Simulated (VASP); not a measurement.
# Be2Au (I4_1/amd) in VASP: further runs

The runs below take Be2Au through single point, with PBE.

Program: VASP 6.6.1. These are calculated values, not measurements. Logs are shortened: lines on timing, memory, paths and dates and some standing lists are left out, and cuts for length are marked.

**1. The cell of the first run**

Symmetry: I4_1/amd, No. 141, tetragonal system. Conventional cell: a = 3.394 Å, b = 3.394 Å, c = 11.801 Å, α = 90.00°, β = 90.00°, γ = 90.00°. Be (site symmetry 2mm) has 3 Be at 1.96 to 1.97 Å and 6 Au at 2.59 to 2.60 Å within 2.6 Å. Within 3.5 Å of Au (site symmetry -4m2) lie 12 Be at 2.59 to 2.60 Å and 8 Au at 3.39 to 3.40 Å.

**2. Single point, PBE**

Contents of INCAR:

```
PREC     = Accurate       # precision mode
ENCUT    = 600            # plane-wave cutoff, eV
EDIFF    = 1E-6           # SCF threshold, eV
ISMEAR   = 0              # smearing method
SIGMA    = 0.1            # smearing width, eV
LREAL    = False          # projectors in reciprocal space
LASPH    = True           # aspherical terms in the spheres
NELM     = 120            # most SCF steps
ALGO     = Normal         # electronic algorithm
ISIF     = 2              # what is computed and relaxed
LWAVE    = False          # write WAVECAR
LCHARG   = False          # write CHGCAR
GGA      = PE             # functional
NBANDS   = 24             # bands
GGA_COMPAT= False
```

Contents of KPOINTS:

```
regular mesh
0
Gamma
  8 8 8
```

Contents of POSCAR:

```
Be2Au
1.0
   -1.6970019894      1.6970019894      5.9004339650
    1.6970019894     -1.6970019894      5.9004339650
    1.6970019894      1.6970019894     -5.9004339650
Be Au
4 2
Direct
    0.4165000000      0.4165000000      0.0000000000
    0.1665000000      0.6665000000      0.5000000000
    0.3335000000      0.8335000000      0.5000000000
    0.5835000000      0.5835000000      0.0000000000
    0.0000000000      0.0000000000      0.0000000000
    0.7500000000      0.2500000000      0.5000000000
```

Potentials or basis: VASP PAW PBE potentials, release 64 (Be, Au).

Started as:

```
$ cat potpaw_PBE.64/Be/POTCAR potpaw_PBE.64/Au/POTCAR > POTCAR
$ mpirun -np 1 vasp_std > vasp.out
```

OUTCAR:

```text
PREC = Accurate
   ENCUT = 600
   EDIFF = 1E-6
   ISMEAR = 0
   LREAL = False
   LASPH = True
   NELM = 120
   ISIF = 2
   GGA = PE

 ion  position               nearest neighbor table
   1  0.416  0.416  0.000-   3 1.96   3 1.96   4 1.97   5 2.59   5 2.59   5 2.59   5 2.59   6 2.60
                             6 2.60
   2  0.166  0.666  0.500-   4 1.96   4 1.96   3 1.97   6 2.59   6 2.59   6 2.59   6 2.59   5 2.60
                             5 2.60
   3  0.334  0.834  0.500-   1 1.96   1 1.96   2 1.97   6 2.59   6 2.59   6 2.59   6 2.59   5 2.60
                             5 2.60
   4  0.584  0.584  0.000-   2 1.96   2 1.96   1 1.97   5 2.59   5 2.59   5 2.59   5 2.59   6 2.60
                             6 2.60
   5  0.000  0.000  0.000-   4 2.59   4 2.59   4 2.59   1 2.59   4 2.59   1 2.59   1 2.59   1 2.59
                             3 2.60   2 2.60   3 2.60   2 2.60   6 3.40   6 3.40   6 3.40   6 3.40
   6  0.750  0.250  0.500-   3 2.59   3 2.59   3 2.59   2 2.59   3 2.59   2 2.59   2 2.59   2 2.59
                             4 2.60   1 2.60   1 2.60   4 2.60   5 3.40   5 3.40   5 3.40   5 3.40

  LATTYP: Found a body centered tetragonal cell.
 ALAT       =     3.3940039788
 C/A-ratio  =     3.4769752787

  Lattice vectors:

 A1 = (  -1.6970019894,   1.6970019894,   5.9004339650)
 A2 = (   1.6970019894,  -1.6970019894,   5.9004339650)
 A3 = (   1.6970019894,   1.6970019894,  -5.9004339650)

Analysis of symmetry for initial positions (statically):
=====================================================================
 Subroutine PRICEL returns:
 Original cell was already a primitive cell.

 Routine SETGRP: Setting up the symmetry group for a
 body centered tetragonal supercell.

 Subroutine GETGRP returns: Found 16 space group operations
 (whereof  8 operations were pure point group operations)
 out of a pool of 16 trial point group operations.

The static configuration has the point symmetry D_2d.
 The point group associated with its full space group is D_4h.

Analysis of symmetry for dynamics (positions and initial velocities):
=====================================================================
 Subroutine PRICEL returns:
 Original cell was already a primitive cell.

 Routine SETGRP: Setting up the symmetry group for a
 body centered tetragonal supercell.

 Subroutine GETGRP returns: Found 16 space group operations
 (whereof  8 operations were pure point group operations)
 out of a pool of 16 trial point group operations.

The dynamic configuration has the point symmetry D_2d.
 The point group associated with its full space group is D_4h.

 Subroutine INISYM returns: Found 16 space group operations
 (whereof  8 operations are pure point group operations),
 and found     1 'primitive' translations

----------------------------------------------------------------------------------------

                                     Primitive cell

  volume of cell :      67.9687

  direct lattice vectors                    reciprocal lattice vectors
    -1.697001989  1.697001989  5.900433965     0.000000000  0.294637250  0.084739530
     1.697001989 -1.697001989  5.900433965     0.294637250  0.000000000  0.084739530
     1.697001989  1.697001989 -5.900433965     0.294637250  0.294637250  0.000000000

  length of vectors
     6.369831433  6.369831433  6.369831433     0.306580980  0.306580980  0.416679995

  position of ions in fractional coordinates (direct lattice)
     0.416500000  0.416500000  0.000000000
     0.166500000  0.666500000  0.500000000
     0.333500000  0.833500000  0.500000000
     0.583500000  0.583500000  0.000000000
     0.000000000  0.000000000  0.000000000
     0.750000000  0.250000000  0.500000000

  ion indices of the primitive-cell ions
   primitive index   ion index
                 1           1
                 2           2
                 3           3
                 4           4
                 5           5
                 6           6

----------------------------------------------------------------------------------------

 KPOINTS: regular mesh

Automatic generation of k-mesh.
 Grid dimensions read from file:
 generate k-points for:    8    8    8

 Generating k-lattice:

  Cartesian coordinates                     Fractional coordinates (reciprocal lattice)
     0.000000000  0.036829656  0.010592441     0.125000000  0.000000000  0.000000000
     0.036829656  0.000000000  0.010592441     0.000000000  0.125000000  0.000000000
     0.036829656  0.036829656  0.000000000     0.000000000  0.000000000  0.125000000

  Length of vectors
     0.038322622  0.038322622  0.052084999

  Shift w.r.t. Gamma in fractional coordinates (k-lattice)
     0.000000000  0.000000000  0.000000000

 Subroutine IBZKPT returns following result:
 ===========================================

 Found     59 irreducible k-points:

 Following reciprocal coordinates:
            Coordinates               Weight
  0.000000  0.000000  0.000000      1.000000
  0.125000  0.000000  0.000000      8.000000
  0.250000  0.000000  0.000000      8.000000
  0.375000  0.000000 -0.000000      8.000000
  0.500000  0.000000  0.000000      4.000000
  0.125000  0.125000  0.000000      8.000000
[... 16 lines left out ...]
  0.250000  0.125000  0.125000     16.000000
  0.375000  0.125000  0.125000      8.000000
 [... further k-points ...]
   k-points           NKPTS =     59   k-points in BZ     NKDIM =     59   number of bands    NBANDS=     24
   number of dos      NEDOS =    301   number of ions     NIONS =      6
   total plane-waves  NPLWV = 157464
   dimension x,y,z NGX =    54 NGY =   54 NGZ =   54
   dimension x,y,z NGXF=   108 NGYF=  108 NGZF=  108
   ions per type =               4   2
   NGX,Y,Z   is equivalent  to a cutoff of  14.09, 14.09, 14.09 a.u.
   NGXF,Y,Z  is equivalent  to a cutoff of  28.19, 28.19, 28.19 a.u.
 SYSTEM =  unknown system
   PREC   = accura    normal or accurate (medium, high low for compatibility)
   ISTART =      0    job   : 0-new  1-cont  2-samecut
   ICHARG =      2    charge: 1-file 2-atom 10-const
   ISPIN  =      1    spin polarized calculation?
   LNONCOLLINEAR =      F non collinear calculations
   LSORBIT =      F    spin-orbit coupling
   LASPH  =      T    aspherical Exc in radial PAW
   ENCUT  =  600.0 eV  44.10 Ry    6.64 a.u.  12.72 12.72 12.72*2*pi/ulx,y,z
   NELM   =    120;   NELMIN=  2; NELMDL= -5     # of ELM steps
   EDIFF  = 0.1E-05   stopping-criterion for ELM
   LREAL  =      F    real-space projection
[... 7 lines left out ...]
   TEBEG  =    0.0;   TEEND  =   0.0 temperature during run
   PSTRESS=    0.0 pullay stress
   NELECT =      30.0000    total number of electrons
   NUPDOWN=      -1.0000    fix difference up-down
   EMIN   =  10.00;   EMAX   =-10.00  energy-range for DOS
   EFERMI =   0.00;   METHOD = LEGACY
   ISMEAR =     0;   SIGMA  =   0.10  broadening in eV -4-tet -1-fermi 0-gaus
   EFERMI_NEDOS =   21; number of points for ismear=-14 and -15
   IALGO  =     38    algorithm
   IMIX   =      4    mixing-type and parameters
     AMIX     =   0.40;   BMIX     =  1.00
     AMIX_MAG =   1.60;   BMIX_MAG =  1.00
  volume/ion in A,a.u.               =      11.33        76.45
  Fermi-wavevector in a.u.,A,eV,Ry     =   1.246462  2.355472 21.138929  1.553667
  Thomas-Fermi vector in A             =   2.380638
   LORBIT       =      0    0 simple, 1 ext, 2 COOP (PROOUT), +10 PAW based schemes
   GGA     = PE    functional components
   LHFCALC =     F    Hartree Fock is set to
   AEXX    =    0.0000 exact exchange contribution
   IVDW    =     0    specifies the selected vdW correction
   LEPSILON=     F    determine dielectric tensor
   LRPA    =     F    only Hartree local field effects (RPA)
 non-spin polarized calculation
 Gauss-broadening in eV      SIGMA  =   0.10
  energy-cutoff  :      600.00
  volume of cell :       67.97
 maximum number of plane-waves:      2288
 NGX is ok and might be reduce to    54
   NGX = 25   NGY = 25   NGZ = 25

 number of electron      30.0000001 magnetization

 Free energy of the ion-electron system (eV)
  ---------------------------------------------------
  ext. energy  EPLUGINS =         0.00000000
  ---------------------------------------------------
  free energy    TOTEN  =       -19.25065561 eV

  energy without entropy =      -19.24099623  energy(sigma->0) =      -19.24582592

 E-fermi :   8.6192     XC(G=0): -11.5568

 val. band max:        8.6130256840   @ k =  -0.1250   0.1250   0.0000
 cond. band min:       8.6239560665   @ k =  -0.3750   0.3750   0.0000
 fundamental gap:      0.0109303825
 Fermi energy:         8.6192136835

 k-point     1 :       0.0000    0.0000    0.0000
  band No.  band energies     occupation
      1      -2.4513      2.00000
      2      -0.0696      2.00000
      3       1.7826      2.00000
      4       2.1340      2.00000
      5       2.4541      2.00000
      6       2.7907      2.00000
[... 16 lines left out ...]
     23      16.6492      0.00000
     24      16.6492      0.00000

 k-point     2 :       0.1250    0.0000    0.0000
  band No.  band energies     occupation
      1      -2.2322      2.00000
      2       0.1044      2.00000
      3       1.6606      2.00000
      4       2.1564      2.00000
      5       2.4414      2.00000
      6       2.6000      2.00000
[... 16 lines left out ...]
     23      16.3661      0.00000
     24      16.8668      0.00000

 k-point     3 :       0.2500    0.0000    0.0000
  band No.  band energies     occupation
      1      -1.6052      2.00000
      2       0.5041      2.00000
      3       1.4038      2.00000
      4       2.1118      2.00000
      5       2.4470      2.00000
      6       2.6513      2.00000
[... 16 lines left out ...]
     23      16.2269      0.00000
     24      17.4349      0.00000
[... 514 lines left out ...]
 k-point    23 :       0.2500    0.1250    0.1250
  band No.  band energies     occupation
      1       0.0060      2.00000
      2       1.0063      2.00000
      3       1.3525      2.00000
      4       1.6295      2.00000
      5       2.2805      2.00000
      6       2.4981      2.00000
[... 16 lines left out ...]
     23      16.9370      0.00000
     24      17.2886      0.00000

 k-point    24 :       0.3750    0.1250    0.1250
  band No.  band energies     occupation
      1       0.7321      2.00000
      2       0.7492      2.00000
      3       1.1726      2.00000
      4       1.4879      2.00000
      5       2.3647      2.00000
      6       2.4859      2.00000
[... 16 lines left out ...]
     23      16.7520      0.00000
     24      17.3932      0.00000

 [... further k-points ...]

------------------------ aborting loop because EDIFF is reached ----------------------------------------

  FORCE on cell =-STRESS in cart. coord.  units (eV):
  Direction    XX          YY          ZZ          XY          YZ          ZX
  --------------------------------------------------------------------------------------
  -------------------------------------------------------------------------------------
  Total       -0.1515199     -0.1515199      7.2246158      0.0000000      0.0000000      0.0000000
  in kB       -3.5716719     -3.5716719    170.3007999      0.0000000      0.0000000      0.0000000
  external PRESSURE =      54.3858187 kB  Pullay stress =       0.0000000 kB

 VOLUME and BASIS-vectors are now :
 -----------------------------------------------------------------------------
  energy-cutoff  :      600.00
  volume of cell :       67.97
      direct lattice vectors                 reciprocal lattice vectors
    -1.697001989  1.697001989  5.900433965     0.000000000  0.294637250  0.084739530
     1.697001989 -1.697001989  5.900433965     0.294637250  0.000000000  0.084739530
     1.697001989  1.697001989 -5.900433965     0.294637250  0.294637250  0.000000000

 POSITION                                       TOTAL-FORCE (eV/Angst)
 -----------------------------------------------------------------------------------
      0.00000      0.00000      4.91506         0.000000     -0.000000     -0.082033
      1.69700      0.00000      1.96484        -0.000000      0.000000     -0.082033
      1.69700      0.00000      3.93559        -0.000000      0.000000      0.082033
      0.00000      0.00000      6.88581         0.000000     -0.000000      0.082033
      0.00000      0.00000      0.00000         0.000000      0.000000     -0.000000
      0.00000      1.69700      2.95022         0.000000      0.000000     -0.000000
 -----------------------------------------------------------------------------------
    total drift:                               -0.000000      0.000000      0.000000

  FREE ENERGIE OF THE ION-ELECTRON SYSTEM (eV)
  ---------------------------------------------------
  free  energy   TOTEN  =       -19.2506556065 eV

  energy  without entropy=      -19.2409962288  energy(sigma->0) =      -19.24582592
```

Run time: 10 min. Hardware: 1 thread of Intel Xeon 8259CL, shared host; peak memory 0.44 GiB.

Results:

```
Free energy            : -19.2507 eV
Pressure               : 5.4 GPa
Largest force          : 0.082 eV/Å
Band gap on the k mesh : zero (bands 15 and 16 overlap by 1.19 eV)
```

Forces on the atoms (eV/Å):
```
Be   0.000  0.000 -0.082
Be   0.000  0.000 -0.082
Be   0.000  0.000  0.082
Be   0.000  0.000  0.082
Au   0.000  0.000  0.000
Au   0.000  0.000  0.000
```

Stress tensor (GPa, compression positive):
```
-0.36  0.00  0.00
 0.00 -0.36  0.00
 0.00  0.00 17.03
```

Caveat: the cell stands under pressure; spin-orbit coupling is left out, which moves the levels of the heavy elements.

**3. Single point, PBE**

This run uses another cell than the first one, of 12.62 Å³/atom.

Contents of INCAR:

```
SYSTEM = Be2Au
PREC = Accurate ; ENCUT = 600
EDIFF = 1E-6 ; ISMEAR = 0
SIGMA = 0.1 ; LREAL = .FALSE.
LASPH = .TRUE. ; NELM = 120
ALGO = Normal ; ISIF = 2
LWAVE = .FALSE. ; LCHARG = .FALSE.
GGA = PE ; NBANDS = 24
GGA_COMPAT = .FALSE.
```

Contents of KPOINTS:

```
Automatic mesh
0
G
  8 8 8
  0 0 0
```

Contents of POSCAR:

```
Be2Au
1.0
   -1.4906485821      1.4906485821      8.5218932159
    1.4906485821     -1.4906485821      8.5218932159
    1.4906485821      1.4906485821     -8.5218932159
Be Au
4 2
Direct
    0.4255538857      0.4255538857      0.0000000000
    0.1755538857      0.6755538857      0.5000000000
    0.3244461143      0.8244461143      0.5000000000
    0.5744461143      0.5744461143      0.0000000000
    0.0000000000      0.0000000000      0.0000000000
    0.7500000000      0.2500000000      0.5000000000
```

Potentials or basis: VASP PAW PBE potentials, release 64 (Be, Au).

Started as:

```
$ cat potpaw_PBE.64/Be/POTCAR potpaw_PBE.64/Au/POTCAR > POTCAR
$ mpirun -np 1 vasp_std > vasp.out
```

Run time: 19 min. Hardware: 1 thread of Intel Xeon 8259CL, shared host; peak memory 0.74 GiB.

The run converged. Its results:

| Property | Result |
| --- | --- |
| Free energy | -20.2155 eV |
| Pressure | 0.0 GPa |
| Band gap on the k mesh | zero (bands 15 and 16 overlap by 3.55 eV) |

Stress tensor (GPa, compression positive):
```
-0.05  0.00  0.00
 0.00 -0.05  0.00
 0.00  0.00  0.04
```

Levels at points of the mesh, in eV from the Fermi level:
```csv
k point,band 12,band 13,band 14,band 15,band 16,band 17
"(0.00, 0.00, 0.00)",-4.46,-4.45,-1.39,-0.53,3.87,3.87
"(0.50, 0.00, 0.00)",-4.67,-3.00,-2.63,-2.59,-1.10,-0.91
"(0.50, 0.50, 0.00)",-2.34,-2.26,-2.26,1.29,1.29,1.68
"(0.50, 0.50, 0.50)",-4.45,-3.85,-3.85,2.45,2.45,3.31
```

Caveat: spin-orbit coupling is left out, which moves the levels of the heavy elements.
